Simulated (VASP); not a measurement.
The system is TaN.

```xyz
2
Lattice="2.9380 0.0000 0.0000 -1.4690 2.5444 0.0000 0.0000 0.0000 2.8830" Properties=species:S:1:pos:R:3 pbc="T T T"
Ta    0.0000    1.6963    1.4415
N     0.0000    0.0000    0.0000
```

Base run:

```yaml
Program: VASP 6.6.1
Functional: LDA
Potentials_or_basis: VASP PAW LDA potentials, release 64 (Ta_sv_GW, N)
Cutoff: 700 eV
k_mesh: 8 × 8 × 7
Occupations: fermi-dirac, width 0.1 eV
Spin: no spin polarisation
```

Its results: band gap on the k mesh zero (bands 9 and 10 overlap by 0.31 eV); pressure -10.6 GPa.

Q: The run is repeated on the same cell with these changes: k mesh from 8 × 8 × 7 to 4 × 4 × 4. What comes out?

A: Band gap on the k mesh zero (filled and empty bands touch); pressure -10.0 GPa.

Caveats: some runs use coarse meshes; spin-orbit coupling is left out, which moves the levels of the heavy elements; the cell stands under tension (at least some runs).
